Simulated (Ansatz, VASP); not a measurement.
## Two plane-wave programs on Ta

```
Ta
1.0
    -1.73797    1.65128    1.65128
     1.73797   -1.65128    1.65128
     1.73797    1.65128   -1.65128
Ta
1
Direct
  0.00000 0.00000 0.00000
```

Change from the starting cell: strain +0.0525 x Voigt [1, 0, 0, 0, 0, 0], atoms carried along.

Alike in both runs: task single point; functional r2SCAN; k mesh 20 × 20 × 20; occupations gaussian, width 0.15 eV; no spin polarisation.

|  | VASP | Ansatz |
| --- | --- | --- |
| version | VASP 6.6.1 | Ansatz 0.2.0 |
| potentials or method | VASP PAW PBE potentials, release 64 (Ta_pv), cutoff 520 eV | scalar-relativistic, plane waves, PAW |
| valence electrons in the cell | 11 | 13 |

|  | VASP | Ansatz | Ansatz less VASP |
| --- | --- | --- | --- |
| gap on the k mesh at the Fermi level (eV) | none | none | - |
| pressure (GPa) | -8.3 | -8.8 | -0.50 |
| traceless stress, the component that is largest in VASP (GPa) | -3.11 | -3.13 | -0.016 |

VASP's potentials were made for PBE, not for r2SCAN. A gap of «none» marks a metal or a gap that the smearing closes. VASP's potentials hold 11 valence electrons a cell and Ansatz's 13, so a difference there can come from the potentials and not from the codes.

Spin-orbit coupling is off throughout.
